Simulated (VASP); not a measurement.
# Li (P1) in VASP: a series of runs, part 4 of 4

VASP 6.6.1. Earlier steps stand in the parts before.

## (6) Single point, r2SCAN

File POSCAR:

```
Li
1.0
    7.2053150000      0.0000000000      0.0000000000
    0.0000000000      7.2053150000      0.0000000000
    0.0000000000      0.0000000000      7.2053150000
Li
16
Direct
   -0.0292700597      0.0376805178      0.0600251342
    0.5581019012      0.0251897384     -0.0511566809
   -0.0209706307      0.4192738277     -0.0386103869
    0.0175981203      0.0201517907      0.4603823705
    0.3405402817      0.2272489128      0.2635970808
    0.4337076172      0.5474986173     -0.0047464962
    0.4621449583     -0.0804822551      0.5262642924
    0.7629368043      0.2870242314      0.3119363970
    0.1146098401      0.5203242329      0.5219202769
    0.2000467710      0.7848928187      0.1830176751
    0.2374913519      0.2469982228      0.7738176610
    0.4558024181      0.5111643280      0.5129963090
    0.7248538058      0.7497798500      0.2347850163
    0.7174703674      0.1987005426      0.6873537104
    0.1822404711      0.8404629083      0.7671142761
    0.7533189042      0.7055486124      0.7546512540
```

File INCAR.step1:

```
PREC = Accurate
ENCUT = 520
ISMEAR = -1
SIGMA = 0.11
LREAL = Auto
LASPH = True
NELM = 100
NBANDS = 38
GGA = PE
ALGO = Normal
EDIFF = 1E-4
LWAVE = True
LCHARG = False
```

File INCAR.step2:

```
PREC = Accurate
ENCUT = 520
EDIFF = 1E-6
ISMEAR = -1
SIGMA = 0.11
LREAL = Auto
LASPH = True
NELM = 100
ALGO = Normal
ISIF = 2
LWAVE = False
LCHARG = False
METAGGA = R2SCAN
LMIXTAU = True
NBANDS = 38
ISTART = 1
```

File KPOINTS:

```
Automatic mesh
0
Gamma
  2 2 2
```

Potentials or basis: VASP PAW PBE potentials, release 64 (Li_sv).

The run is started by

```bash
> cat potpaw_PBE.64/Li_sv/POTCAR > POTCAR
> cp INCAR.step1 INCAR
> mpirun -np 1 vasp_std > vasp.out
> cp INCAR.step2 INCAR
> mpirun -np 1 vasp_std > vasp.out
```

OUTCAR:

```text
PREC = Accurate
   ENCUT = 520
   EDIFF = 1E-6
   ISMEAR = -1
   LREAL = Auto
   LASPH = True
   NELM = 100
   ISIF = 2
   METAGGA = R2SCAN
   ISTART = 1

 ion  position               nearest neighbor table
   1  0.971  0.038  0.060-
   2  0.558  0.025  0.949-  14 2.54
   3  0.979  0.419  0.961-
   4  0.018  0.020  0.460-
   5  0.341  0.227  0.264-
   6  0.434  0.547  0.995-
   7  0.462  0.920  0.526-
   8  0.763  0.287  0.312-
   9  0.115  0.520  0.522-  12 2.46
  10  0.200  0.785  0.183-
  11  0.237  0.247  0.774-
  12  0.456  0.511  0.513-   9 2.46
  13  0.725  0.750  0.235-
  14  0.717  0.199  0.687-   2 2.54
  15  0.182  0.840  0.767-
  16  0.753  0.706  0.755-

  LATTYP: Found a simple cubic cell.
 ALAT       =     7.2053150000

  Lattice vectors:

 A1 = (   7.2053150000,   0.0000000000,   0.0000000000)
 A2 = (   0.0000000000,   7.2053150000,   0.0000000000)
 A3 = (   0.0000000000,   0.0000000000,   7.2053150000)

Analysis of symmetry for initial positions (statically):
=====================================================================
 Subroutine PRICEL returns:
 Original cell was already a primitive cell.

 Routine SETGRP: Setting up the symmetry group for a
 simple cubic supercell.

 Subroutine GETGRP returns: Found  1 space group operations
 (whereof  1 operations were pure point group operations)
 out of a pool of 48 trial point group operations.

The static configuration has the point symmetry C_1 .

Analysis of symmetry for dynamics (positions and initial velocities):
=====================================================================
 Subroutine PRICEL returns:
[... 137 lines left out ...]
   IALGO  =     38    algorithm
   IMIX   =      4    mixing-type and parameters
     AMIX     =   0.40;   BMIX     =  1.00
     AMIX_MAG =   1.60;   BMIX_MAG =  1.00
  volume/ion in A,a.u.               =      23.38       157.77
  Fermi-wavevector in a.u.,A,eV,Ry     =   0.825725  1.560395  9.276756  0.681822
  Thomas-Fermi vector in A             =   1.937634
   LORBIT       =      0    0 simple, 1 ext, 2 COOP (PROOUT), +10 PAW based schemes
   METAGGA = R2SCAN    functional components
   LHFCALC =     F    Hartree Fock is set to
   AEXX    =    0.0000 exact exchange contribution
   IVDW    =     0    specifies the selected vdW correction
   LEPSILON=     F    determine dielectric tensor
   LRPA    =     F    only Hartree local field effects (RPA)
 non-spin polarized calculation
  energy-cutoff  :      520.00
  volume of cell :      374.08
 maximum number of plane-waves:     10090
 NGX is ok and might be reduce to    54
   NGX = 27   NGY = 27   NGZ = 27

 number of electron      48.0000024 magnetization

 Free energy of the ion-electron system (eV)
  ---------------------------------------------------
  ext. energy  EPLUGINS =         0.00000000
  ---------------------------------------------------
  free energy    TOTEN  =       -36.49378858 eV

  energy without entropy =      -36.17369157  energy(sigma->0) =      -36.33374008

 E-fermi :   0.0858     XC(G=0):  -7.0733

 val. band max:        0.0653890125   @ k =   0.5000   0.0000   0.5000
 cond. band min:       0.1117748190   @ k =   0.5000   0.0000   0.5000
 fundamental gap:      0.0463858066
 Fermi energy:         0.0857564120

 k-point     1 :       0.0000    0.0000    0.0000
  band No.  band energies     occupation
      1     -48.4271      2.00000
      2     -48.4172      2.00000
      3     -48.3764      2.00000
      4     -48.3729      2.00000
      5     -48.3669      2.00000
      6     -48.3444      2.00000
[... 301 lines left out ...]
     35       3.1883      0.00000
     36       3.2624      0.00000
 [bands above 36 left out]

------------------------ aborting loop because EDIFF is reached ----------------------------------------

  FORCE on cell =-STRESS in cart. coord.  units (eV):
  Direction    XX          YY          ZZ          XY          YZ          ZX
  --------------------------------------------------------------------------------------
  -------------------------------------------------------------------------------------
  Total       -1.9191535     -2.2779706     -1.7939608     -1.3511818     -0.4451887     -1.2443291
  in kB       -8.2198025     -9.7566287     -7.6835977     -5.7871594     -1.9067590     -5.3295058
  external PRESSURE =      -8.5533430 kB  Pullay stress =       0.0000000 kB

 VOLUME and BASIS-vectors are now :
 -----------------------------------------------------------------------------
  energy-cutoff  :      520.00
  volume of cell :      374.08
      direct lattice vectors                 reciprocal lattice vectors
     7.205315000  0.000000000  0.000000000     0.138786438  0.000000000  0.000000000
     0.000000000  7.205315000  0.000000000     0.000000000  0.138786438  0.000000000
     0.000000000  0.000000000  7.205315000     0.000000000  0.000000000  0.138786438

 POSITION                                       TOTAL-FORCE (eV/Angst)
 -----------------------------------------------------------------------------------
      6.99441      0.27150      0.43250        -0.120608      0.082845     -0.372590
      4.02130      0.18150      6.83671        -0.319014     -0.176612      0.456949
      7.05422      3.02100      6.92712        -0.150539      0.401501      0.269439
      0.12680      0.14520      3.31720        -0.049040      0.020621      0.202606
      2.45370      1.63740      1.89930        -0.240559     -0.177077     -0.125531
      3.12500      3.94490      7.17111         0.172925     -0.177853     -0.211891
[... 8 lines left out ...]
      1.31310      6.05580      5.52730        -0.004189     -0.220662      0.275348
      5.42790      5.08370      5.43750         0.191959      0.083543     -0.088389
 -----------------------------------------------------------------------------------
    total drift:                                0.068826     -0.076437      0.030460

  FREE ENERGIE OF THE ION-ELECTRON SYSTEM (eV)
  ---------------------------------------------------
  free  energy   TOTEN  =       -36.4937885836 eV

  energy  without entropy=      -36.1736915741  energy(sigma->0) =      -36.33374008
```

OUTCAR.step1:

```text
PREC = Accurate
   ENCUT = 520
   ISMEAR = -1
   LREAL = Auto
   LASPH = True
[... 561 lines left out ...]
      2.45370      1.63740      1.89930        -0.229312     -0.151256     -0.123636
      3.12500      3.94490      7.17111         0.169263     -0.170682     -0.199166
[... 8 lines left out ...]
      1.31310      6.05580      5.52730        -0.003705     -0.237698      0.244533
      5.42790      5.08370      5.43750         0.175750      0.092262     -0.077244
 -----------------------------------------------------------------------------------
    total drift:                               -0.005359     -0.001295     -0.010652

  FREE ENERGIE OF THE ION-ELECTRON SYSTEM (eV)
  ---------------------------------------------------
  free  energy   TOTEN  =       -28.8524075921 eV

  energy  without entropy=      -28.4956669136  energy(sigma->0) =      -28.67403725
```

Run time: 11 min. Hardware: 1 thread of Intel Xeon Platinum 8488C (Sapphire Rapids), shared host; peak memory 0.44 GiB.

Results:

```yaml
Free_energy: -36.4938 eV
Largest_force: 0.854 eV/Å
Band_gap_on_the_k_mesh: zero (band 24 reaches 0.55 eV, above the bottom of band 25 at -0.25 eV)
```

Forces in eV/Å, atoms in the order of the input:
```
Li  -0.121  0.083 -0.373
Li  -0.319 -0.177  0.457
Li  -0.151  0.402  0.269
Li  -0.049  0.021  0.203
Li  -0.241 -0.177 -0.126
Li   0.173 -0.178 -0.212
Li   0.062  0.165 -0.277
Li  -0.094  0.183 -0.257
Li  -0.809  0.051 -0.270
Li   0.241 -0.264  0.257
Li   0.271 -0.340 -0.162
Li   0.514  0.082  0.147
Li   0.103 -0.035  0.157
Li   0.231  0.322 -0.002
Li  -0.004 -0.221  0.275
Li   0.192  0.084 -0.088
```

Caveat: the k points lie up to 0.44 Å⁻¹ apart; the cutoff is under 1.25 times the usual one of these potentials, so pressure, stress and relaxed cells hold a basis-set (Pulay) error; the PAW data sets were made with another functional, which shifts forces and pressure a little.

## (7) Single point, r2SCAN

File POSCAR:

```
Li
1.0
    7.2053150000      0.0000000000      0.0000000000
    0.0000000000      7.2053150000      0.0000000000
    0.0000000000      0.0000000000      7.2053150000
Li
16
Direct
   -0.0446337183      0.0712113211      0.0700455150
    0.5282628171      0.0120050268     -0.0179867223
   -0.0235381798      0.4310567963     -0.0370143429
    0.0175842416      0.0147391197      0.4706386882
    0.3310056535      0.2386571579      0.2134674195
    0.4548031557      0.5689966365     -0.0178479359
    0.4839483076     -0.1139020293      0.5552567792
    0.7442006352      0.3146982471      0.2968919471
    0.0845348191      0.5301503127      0.5037808895
    0.1986033921      0.7594116288      0.1799782522
    0.2632223574      0.2293168307      0.7449084461
    0.4709717757      0.5256397534      0.5455833645
    0.7349158226      0.7389822652      0.2458046595
    0.7311963460      0.2185470031      0.6768753344
    0.1575364852      0.8154397136      0.7784808853
    0.7780367687      0.6865487491      0.7544708316
```

File INCAR.step1:

```
  ALGO = Normal
  EDIFF = 1E-4
  ENCUT = 520
  GGA = PE
  ISMEAR = -1
  LASPH = True
  LCHARG = False
  LREAL = Auto
  LWAVE = True
  NBANDS = 38
  NELM = 100
  PREC = Accurate
  SIGMA = 0.11
```

File INCAR.step2:

```
  ALGO = Normal
  EDIFF = 1E-7
  ENCUT = 520
  ISIF = 2
  ISMEAR = -1
  ISTART = 1
  LASPH = True
  LCHARG = False
  LMIXTAU = True
  LREAL = Auto
  LWAVE = False
  METAGGA = R2SCAN
  NBANDS = 38
  NELM = 100
  PREC = Accurate
  SIGMA = 0.11
```

File KPOINTS:

```
k-points
0
Gamma
  2 2 2
```

The run is started by

```bash
> cat potpaw_PBE.64/Li_sv/POTCAR > POTCAR
> cp INCAR.step1 INCAR
> mpirun -np 1 vasp_std > vasp.out
> cp INCAR.step2 INCAR
> mpirun -np 1 vasp_std > vasp.out
```

Run time: 16 min. Hardware: 1 thread of Intel Xeon Platinum 8488C (Sapphire Rapids), shared host; peak memory 0.45 GiB.

It converged, with:

```
Free energy            : -36.7435 eV
Largest force          : 0.592 eV/Å
Band gap on the k mesh : zero (band 24 reaches 0.61 eV, above the bottom of band 25 at -0.26 eV)
```

Forces on the atoms (eV/Å):
```
Li  -0.005 -0.376 -0.358
Li   0.157 -0.151 -0.092
Li   0.165  0.250  0.085
Li  -0.008 -0.002 -0.023
Li  -0.308  0.022  0.368
Li   0.159 -0.300 -0.263
Li  -0.103  0.501 -0.297
Li  -0.063  0.117 -0.091
Li  -0.333 -0.172 -0.155
Li   0.033  0.037  0.250
Li  -0.001 -0.001  0.064
Li  -0.013 -0.268 -0.109
Li   0.145  0.034  0.063
Li   0.039  0.031  0.298
Li   0.130  0.023  0.280
Li   0.005  0.254 -0.021
```

Levels at points of the mesh, in eV from the Fermi level:
```csv
k point,band 20,band 21,band 22,band 23,band 24,band 25,band 26,band 27
"(0.00, 0.00, 0.00)",-1.01,-0.98,-0.95,-0.90,0.52,0.54,0.63,0.69
"(0.50, 0.00, 0.00)",-0.55,-0.48,-0.46,-0.43,-0.40,-0.35,-0.30,1.20
"(0.00, 0.50, 0.00)",-0.54,-0.48,-0.47,-0.42,-0.37,-0.34,-0.28,1.28
"(0.00, 0.00, 0.50)",-0.52,-0.50,-0.48,-0.45,-0.39,-0.33,-0.29,1.29
"(0.50, 0.50, 0.00)",-2.18,-0.19,-0.13,0.03,0.14,0.20,0.35,0.49
"(0.00, 0.50, 0.50)",-2.18,-0.17,-0.08,0.02,0.10,0.24,0.30,0.42
"(0.50, 0.00, 0.50)",-2.17,-0.16,-0.10,-0.03,0.01,0.29,0.42,0.49
"(0.50, 0.50, 0.50)",-1.61,-1.60,-1.59,-1.57,-1.51,2.01,2.17,2.33
```

Caveat: the k points lie up to 0.44 Å⁻¹ apart; the cutoff is under 1.25 times the usual one of these potentials, so pressure, stress and relaxed cells hold a basis-set (Pulay) error; the PAW data sets were made with another functional, which shifts forces and pressure a little.
